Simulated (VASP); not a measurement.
# ZrB2: single point with r2SCAN+U

ZrB2:

```
CELL_PARAMETERS angstrom
3.17055 0.00000 0.00000
-1.58528 2.74578 0.00000
0.00000 0.00000 3.58709
ATOMIC_POSITIONS crystal
Zr 0.00000 0.00000 0.00000
B 0.66667 0.33333 0.50000
B 0.33333 0.66667 0.50000
```

```json
{
 "Program": "VASP 6.6.1",
 "Task": "single point",
 "Functional": "r2SCAN",
 "Potentials or basis": "VASP PAW PBE potentials, release 64 (Zr_sv, B)",
 "Cutoff": "520 eV",
 "k mesh": "10 × 10 × 8",
 "Occupations": "fermi-dirac, width 0.05 eV",
 "Spin": "no spin polarisation",
 "Hubbard terms": "Zr d U = 3.0 eV",
 "Dipole correction": "no",
 "Further INCAR settings": "ALGO = Normal; EDIFF = 1e-07; NBANDS = 16"
}
```

```json
{
 "Pressure": "4.1 GPa",
 "Band gap on the k mesh": "zero (band 9 reaches 11.72 eV, above the bottom of band 10 at 10.61 eV)"
}
```

Stress tensor (GPa, compression positive):
```
4.35 0.00 0.00
0.00 4.35 0.00
0.00 0.00 3.58
```

Levels at points of the mesh, in eV from the Fermi level:
```
           k point  band 7  band 8  band 9  band 10  band 11  band 12
(0.00, 0.00, 0.00)   -2.67   -2.67   -2.67     3.90     3.90     4.35
(0.50, 0.00, 0.00)   -4.15   -3.43   -2.66     1.97     2.69     5.33
(0.00, 0.00, 0.50)   -1.13   -1.13    0.66     0.66     1.03     1.03
(0.50, 0.00, 0.50)   -4.80   -4.39   -2.61     3.96     4.01     5.78
```

Eigenvalues of the final occupation matrices:
| site | spin | trace | eigenvalues |
| --- | --- | --- | --- |
| site 1 d | 1 | 0.80 | 0.14 0.15 0.15 0.18 0.18 |
| site 1 d | 2 | 0.80 | 0.14 0.15 0.15 0.18 0.18 |

It took 95 s on 1 thread of Intel(R) Xeon(R) Platinum 8259CL CPU @ 2.50GHz (Skylake/Cascade Lake), on a shared host, peak memory 0.17 GiB.

Caveat: the PAW data sets were made with another functional, which shifts forces and pressure a little; U without spin polarisation on a metal has little footing; the U is typed as a test and isn't derived for this compound.
